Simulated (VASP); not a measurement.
Set up this calculation in VASP 6.6.1, as the native input.

```yaml
Task: single point
Functional: RPBE
Dispersion: D4
Potentials_or_basis: VASP PAW PBE potentials, release 64 (Ba_sv)
Cutoff: 520 eV
k_mesh: 7 × 7 × 7
Occupations: gaussian, width 0.1 eV
Spin: no spin polarisation
Dipole_correction: no
Further_INCAR_settings: ALGO = Normal; EDIFF = 1e-06; NBANDS = 11
```

The structure of Ba lies in POSCAR:

```
Ba
1.0
    0.0000000000      3.2540740042      3.2540740042
    3.2540740042      0.0000000000      3.2540740042
    3.2540740042      3.2540740042      0.0000000000
Ba
1
Direct
    0.0000000000      0.0000000000      0.0000000000
```

This cell differs from its parent crystal: volume scaled by 1.02.

One way to write it, as run:

INCAR

```
  PREC = Accurate
  ENCUT = 520
  EDIFF = 1E-6
  ISMEAR = 0
  SIGMA = 0.1
  LREAL = F
  LASPH = T
  NELM = 100
  ALGO = Normal
  ISIF = 2
  LWAVE = F
  LCHARG = F
  GGA = RP
  IVDW = 13
  NBANDS = 11
```

KPOINTS

```
regular mesh
0
Gamma
  7 7 7
```

Potentials or basis: VASP PAW PBE potentials, release 64 (Ba_sv).

Run with:

```console
$ cat potpaw_PBE.64/Ba_sv/POTCAR > POTCAR
$ mpirun -np 1 vasp_std > vasp.out
```

Results of the run:

The pressure is -0.3 GPa. The band gap on the k mesh is zero (filled and empty bands touch). The dispersion energy per atom is -0.205 eV.

Caveat: the PAW data sets were made with another functional, which shifts forces and pressure a little; spin-orbit coupling is left out, which moves the levels of the heavy elements; pairwise dispersion overbinds metals, which lowers pressure and volume.

Run time: 19 s on 1 thread of Intel Xeon 8259CL (shared host), peak memory 0.2 GiB.
